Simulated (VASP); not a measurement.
Wanted: the native input for a VASP 6.6.1 run.

```yaml
Task: single point
Functional: LDA
Potentials_or_basis: VASP PAW LDA potentials, release 64 (Ni)
Cutoff: 520 eV
k_mesh: 14 × 14 × 7
Occupations: fermi-dirac, width 0.1 eV
Spin: collinear spin, ferromagnetic start
Starting_moments: "[1.5, 1.5] μB"
Dipole_correction: no
Further_INCAR_settings: ALGO = Normal; EDIFF = 1e-07; NBANDS = 21
```

The structure of Ni lies in POSCAR:

```
Ni
1.0
    2.4208997590     -0.0000002855      0.0000000000
   -1.2104496323      2.0965608341      0.0000000000
    0.0000000000      0.0000000000      3.9694858294
Ni
2
Direct
    0.3333333333      0.6666666667      0.2500000000
    0.6666666667      0.3333333333      0.7500000000
```

The input as run:

INCAR

```
SYSTEM = Ni
ALGO = Normal ; EDIFF = 1E-7
ENCUT = 520 ; ISIF = 2
ISMEAR = -1 ; ISPIN = 2
LASPH = .TRUE. ; LCHARG = .FALSE.
LMAXMIX = 4 ; LORBIT = 11
LREAL = .FALSE. ; LWAVE = .FALSE.
MAGMOM = 1.5 1.5 ; NBANDS = 21
NELM = 150 ; PREC = Accurate
SIGMA = 0.1
```

KPOINTS

```
k-points
0
G
  14 14 7
  0 0 0
```

Potentials or basis: VASP PAW LDA potentials, release 64 (Ni).

The run is started by

```sh
$ cat potpaw_LDA.64/Ni/POTCAR > POTCAR
$ mpirun -np 1 vasp_std > vasp.out
```

Results of the run:

```
Pressure                                              : -0.2 GPa
Net moment                                            : 1.09 μB per cell
Site moments                                          : Ni +0.54 μB
Valence electrons inside the program's atomic spheres : Ni 9.47
```

Run time: 64 s on 1 thread of Intel(R) Xeon(R) Platinum 8259CL CPU @ 2.50GHz (Skylake/Cascade Lake) (shared host), peak memory 0.16 GiB.
